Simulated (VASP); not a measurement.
Crystal: Ga4O.

```
Ga O
1.0
    -2.15340    2.15340    3.89477
     2.15340   -2.15340    3.89477
     2.15340    2.15340   -3.89477
Ga O
4 1
Direct
  0.75629 0.75629 0.00000
  0.48798 0.98798 0.50000
  0.98798 0.48798 0.50000
  0.26051 0.26051 0.00000
  0.00725 0.00725 0.00000
```

- Program: VASP 6.6.1
- Task: relaxation of cell and atoms
- Functional: PBE
- Potentials or basis: VASP PAW PBE potentials, release 64 (Ga_d, O)
- Cutoff: 600 eV
- k mesh: 6 × 6 × 6
- Occupations: gaussian, width 0.1 eV
- Spin: no spin polarisation

At the start: pressure 16.7 GPa; volume 14.45 Å³/atom.

Q: How do energy, volume and symmetry change on relaxing?

A: Over 22 steps the energy falls by 288.1 meV/atom and the volume is 16.78 Å³/atom (+16.2 %); space group I4mm (No. 107, to 0.1 Å) before, I4/mmm (No. 139, to 0.1 Å).

Step by step:
```csv
step,energy change (eV),largest force (eV/Å),pressure (GPa),volume (Å³)
1,0.0000,2.8360,16.66,72.24
2,-0.8889,0.3339,-2.31,89.10
3,-0.8945,0.4597,-1.47,87.45
4,-1.0412,0.4144,-0.95,86.76
5,-1.3058,1.5925,1.85,84.04
6,-1.3726,1.0878,0.97,84.55
7,-1.3958,0.5075,0.35,85.38
8,-1.4002,0.6063,0.50,85.18
9,-1.4195,0.3670,-0.24,85.40
10,-1.4272,0.1550,-0.85,85.65
11,-1.4309,0.1141,-0.42,84.99
12,-1.4328,0.0916,0.04,84.26
13,-1.4328,0.1016,0.14,84.12
14,-1.4339,0.0832,0.12,84.11
15,-1.4365,0.0615,0.03,84.09
16,-1.4384,0.1467,-0.12,84.03
17,-1.4396,0.0886,0.17,83.86
18,-1.4398,0.0633,0.22,83.78
19,-1.4398,0.0114,0.45,83.62
20,-1.4399,0.0479,0.23,83.72
21,-1.4399,0.0283,0.40,83.67
22,-1.4406,0.0187,0.09,83.92
```

Final structure:
```xyz
5
Lattice="-2.4545 2.4545 3.4822 2.4545 -2.4545 3.4822 2.4545 2.4545 -3.4822" Properties=species:S:1:pos:R:3 pbc="T T T"
Ga    0.0000    0.0000    4.9540
Ga    2.4545    0.0000    3.4762
Ga    0.0000    2.4545    3.4762
Ga    0.0000    0.0000    2.0152
O     0.0000    0.0000    0.0073
```

Caveat: the volume moved by over 15 % at a fixed basis, so the end points are rough.
